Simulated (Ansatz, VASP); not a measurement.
One calculation of In5Sb, two programs

```xyz
6
Lattice="0.0000 4.4410 4.4410 4.4410 0.0000 4.4410 4.4410 4.4410 0.0000" Properties=species:S:1:pos:R:3 pbc="T T T"
In    4.4410    4.4410    4.4410
In    7.6202    7.6202    7.6202
In    5.7029    5.7029    7.6202
In    5.7029    7.6202    5.7029
In    7.6202    5.7029    5.7029
Sb    2.2205    2.2205    2.2205
```

Alike in both runs: task relaxation of cell and atoms; functional PBE; k mesh 4 × 4 × 4; occupations gaussian, width 0.1 eV; no spin polarisation.

|  | VASP | Ansatz |
| --- | --- | --- |
| version | VASP 6.6.1 | Ansatz 0.2.0 |
| potentials or method | VASP PAW PBE potentials, release 64 (In_d, Sb), cutoff 600 eV | scalar-relativistic, plane waves, PAW |
| valence electrons in the cell | 70 | 80 |

|  | VASP | Ansatz | Ansatz less VASP |
| --- | --- | --- | --- |
| gap on the k mesh at the Fermi level, each at its own relaxed structure (eV) | none | none | - |
| relaxed volume (Å³/atom) | 29.63 | 29.15 | -0.475 |
| relaxed cell length with the largest relative difference (Å) | 6.311 | 6.277 | -0.0339 |

A gap of «none» marks a metal or a gap that the smearing closes. VASP's potentials hold 70 valence electrons a cell and Ansatz's 80, so a difference there can come from the potentials and not from the codes.

Neither program's run includes spin-orbit coupling.
